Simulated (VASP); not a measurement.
**GaAs: phonons with r2SCAN**

Crystal: GaAs.

```
Ga As
1.0
     2.69695    2.69695    0.00000
    -2.69695    2.69695    0.00000
     0.00000    2.69695    2.69695
Ga As
1 1
Direct
  0.00000 0.00000 0.00000
  0.75000 0.25000 0.50000
```

* Program: VASP 6.6.1
* Task: phonons
* Functional: r2SCAN
* Potentials or basis: VASP PAW PBE potentials, release 64 (Ga_d, As)
* Cutoff: 520 eV
* k mesh: 8 × 8 × 8
* Occupations: gaussian, width 0.01 eV
* Spin: no spin polarisation
* Dipole correction: no
* Further INCAR settings: ALGO = Normal; EDIFF = 1e-08; NBANDS = 16; IBRION = 6; POTIM = 0.015; NSW = 1

```yaml
Highest_phonon_frequency_at_Γ_LO-TO_splitting_left_out: 318 cm⁻¹
```

Phonon frequencies in cm⁻¹ (negative: imaginary):
```
              q point        frequencies
(0.000, 0.000, 0.000)  0 0 0 318 318 318
```

Run time: 10 min on 1 thread of Intel(R) Xeon(R) Platinum 8488C (Sapphire Rapids), on a shared host, peak memory 0.25 GiB.

Caveat: the cell stands under pressure or tension, which shifts response properties.
